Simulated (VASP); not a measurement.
## SrCa3: relaxation of volume and atoms at fixed shape with LDA

SrCa3:

```
CELL_PARAMETERS angstrom
5.71677 0.00000 0.00000
0.00000 5.71677 0.00000
0.00000 0.00000 5.71677
ATOMIC_POSITIONS crystal
Sr 0.00000 0.00000 0.00000
Ca 0.00000 0.50000 0.50000
Ca 0.50000 0.00000 0.50000
Ca 0.50000 0.50000 0.00000
```

```
Program                : VASP 6.6.1
Task                   : relaxation of volume and atoms at fixed shape
Functional             : LDA
Potentials or basis    : VASP PAW LDA potentials, release 64 (Sr_sv, Ca_sv)
Cutoff                 : 600 eV
k mesh                 : 8 × 8 × 8
Occupations            : fermi-dirac, width 0.05 eV
Spin                   : no spin polarisation
Dipole correction      : no
Further INCAR settings : ALGO = Normal; EDIFF = 1e-07; IBRION = 2; EDIFFG = -0.01; NSW = 80; ISIF = 8
```

```json
{"Relaxed volume": "40.54 Å³/atom", "Relaxed cell": "a = 5.453 Å, b = 5.453 Å, c = 5.453 Å, α = 90.00°, β = 90.00°, γ = 90.00°", "Space group after relaxing (to 0.05 Å)": "Pm-3m (No. 221)", "Energy gained by relaxing": "41.9 meV/atom", "Ionic steps": "4", "Pressure after relaxing": "0.0 GPa", "Band gap on the k mesh": "zero (band 20 reaches 2.31 eV, above the bottom of band 21 at 1.99 eV)"}
```

Step by step:
```csv
step,energy change (eV),largest force (eV/Å),pressure (GPa),volume (Å³)
1,0.0000,0.0000,-1.97,186.83
2,-0.1392,0.0000,-0.91,171.73
3,-0.1672,0.0000,-0.11,163.21
4,-0.1675,0.0000,0.00,162.16
```

Final structure:
```yaml
crystal:
  lattice:
    - [5.45317, 0.00000, 0.00000]
    - [0.00000, 5.45317, 0.00000]
    - [0.00000, 0.00000, 5.45317]
  atoms:
    - { symbol: Sr, position: [0.00000, 0.00000, 0.00000] }
    - { symbol: Ca, position: [0.00000, 0.50000, 0.50000] }
    - { symbol: Ca, position: [0.50000, 0.00000, 0.50000] }
    - { symbol: Ca, position: [0.50000, 0.50000, 0.00000] }
```

Levels at points of the mesh, in eV from the Fermi level:
```
           k point  band 18  band 19  band 20  band 21  band 22  band 23
(0.00, 0.00, 0.00)    -0.77    -0.77    -0.49     0.34     0.34     0.34
(0.50, 0.00, 0.00)    -2.66    -0.07     0.19     0.55     0.55     0.81
(0.50, 0.50, 0.00)    -1.41    -1.41    -1.40     0.81     0.81     0.85
(0.50, 0.50, 0.50)    -1.24    -1.24    -0.86    -0.14     0.16     0.16
```

Wall time 10 min on 1 thread of Oxide Virtual Turin-like Processor, on a shared host, peak memory 0.36 GiB.
